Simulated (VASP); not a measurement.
Input of a VASP 6.6.1 run:

The input INCAR:

```
SYSTEM = Si8O15
  ALGO = Normal
  EDIFF = 1E-6
  ENCUT = 520
  GGA = PE
  ISIF = 2
  ISMEAR = -1
  IVDW = 12
  LASPH = .True.
  LCHARG = .False.
  LREAL = Auto
  LWAVE = .False.
  NBANDS = 78
  NELM = 100
  PREC = Accurate
  SIGMA = 0.05
```

The input KPOINTS:

```
k-points
0
Gamma
  2 2 2
  0 0 0
```

The input POSCAR:

```
Si8O15
1.0
   -4.2244000000     -4.2244000000      0.0000000000
    4.2244000000     -4.2244000000      0.0000000000
    0.0000000000      0.0000000000      5.3792000000
Si O
8 15
Direct
    0.5068472446      0.4998204479      0.0011375297
    0.0023528785      0.4998760771      0.2515983789
    0.5007025850      0.4996759303      0.5011380874
    0.0023527602      0.4998759587      0.7506789114
    0.0093632232     -0.0001500805      0.0011395747
    0.5071885948     -0.0003177966      0.2500593025
   -0.0707047155     -0.0001238046      0.5011414337
    0.5072076508     -0.0003172048      0.7521992118
    0.1969174321      0.4999015245      0.0011384593
   -0.0005983098      0.1923779708      0.2533832168
    0.8103237146      0.4999863886      0.0011390170
   -0.0005031484      0.8073774974      0.2534644557
    0.1966888789      0.4997882540      0.5011388311
   -0.0005977180      0.1923785626      0.7488961184
    0.8089402045      0.4998525234      0.5011380874
   -0.0005026749      0.8073770240      0.7488146936
    0.6990401004     -0.0002999242      0.0011410619
    0.5068323312      0.6931747704      0.2507592207
    0.3110225121     -0.0002235820      0.0011319527
    0.5069480873      0.3064755942      0.2506123587
    0.5068339883      0.6931738235      0.7515158388
    0.3462452656      0.0001542231      0.5011326963
    0.5069499811      0.3064758309      0.7516625149
```

Potentials or basis: VASP PAW PBE potentials, release 64 (Si, O).

Command:

```bash
$ cat potpaw_PBE.64/Si/POTCAR potpaw_PBE.64/O/POTCAR > POTCAR
$ mpirun -np 1 vasp_std > vasp.out
```

(1) Estimate the largest force.

(2) What does it give for the band gap on the k mesh?

(3) Predict the pressure.

(4) What does it give for the dispersion energy per atom?

## Answers

(1) 0.917 eV/Å.

(2) 2.85 eV.

(3) -3.7 GPa.

(4) -0.231 eV.

Caveat: the k points lie up to 0.58 Å⁻¹ apart.
